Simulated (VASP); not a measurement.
Write the native input for VASP 6.6.1 that does the following.

* Task: single point
* Functional: PBEsol
* Potentials or basis: VASP PAW PBE potentials, release 64 (Ta_pv, Sc_sv, N)
* Cutoff: 520 eV
* k mesh: 10 × 10 × 3
* Occupations: fermi-dirac, width 0.05 eV
* Spin: non-collinear spin, zero start, spin-orbit coupling
* Starting moments: [[0.0, 0.0, 0.0], [0.0, 0.0, 0.0], [0.0, 0.0, 0.0], [0.0, 0.0, 0.0], [0.0, 0.0, 0.0], [0.0, 0.0, 0.0]] μB
* Dipole correction: no
* Further INCAR settings: ALGO = Fast; EDIFF = 1e-06; NBANDS = 70

The structure of ScTaN lies in POSCAR:

```
ScTaN
1.0
    3.0850655424      0.0000000000      0.0000000000
   -1.5425327712      2.6717451321      0.0000000000
    0.0000000000      0.0000000000     10.3401360000
Ta Sc N
2 2 2
Direct
    0.3333333333      0.6666666667      0.2456310000
    0.6666666667      0.3333333333      0.7543690000
    0.0000000000      0.0000000000      0.0000000000
    0.0000000000      0.0000000000      0.5000000000
    0.3333333333      0.6666666667      0.6298410000
    0.6666666667      0.3333333333      0.3701590000
```

These files were run (other wordings do the same):

INCAR

```
SYSTEM = ScTaN
ALGO = Fast ; EDIFF = 1E-6
ENCUT = 520 ; GGA = PS
GGA_COMPAT = .False. ; ISIF = 2
ISMEAR = -1 ; LASPH = .True.
LCHARG = .False. ; LMAXMIX = 4
LORBIT = 11 ; LORBMOM = .True.
LREAL = .False. ; LSORBIT = .True.
LWAVE = .False. ; MAGMOM = 0 0 0 0 0 0 0 0 0 0 0 0 0 0 0 0 0 0
NBANDS = 70 ; NELM = 150
PREC = Accurate ; SIGMA = 0.05
```

KPOINTS

```
k-points
0
Gamma
  10 10 3
  0 0 0
```

Potentials or basis: VASP PAW PBE potentials, release 64 (Ta_pv, Sc_sv, N).

Command:

```console
$ cat potpaw_PBE.64/Ta_pv/POTCAR potpaw_PBE.64/Sc_sv/POTCAR potpaw_PBE.64/N/POTCAR > POTCAR
$ mpirun -np 1 vasp_ncl > vasp.out
```

Results of the run:

```json
{"Pressure": "-6.0 GPa", "Largest force": "0.264 eV/Å", "Net moment": "0.00 μB per cell", "Valence electrons inside the program's atomic spheres": "Ta 8.81; Sc 9.54, 9.73; N 3.70"}
```

Caveat: the cell stands under tension; the PAW data sets were made with another functional, which shifts forces and pressure a little.

Run time: 16 min on 1 thread of Oxide Virtual Turin-like Processor, with other jobs on the host, peak memory 0.56 GiB.
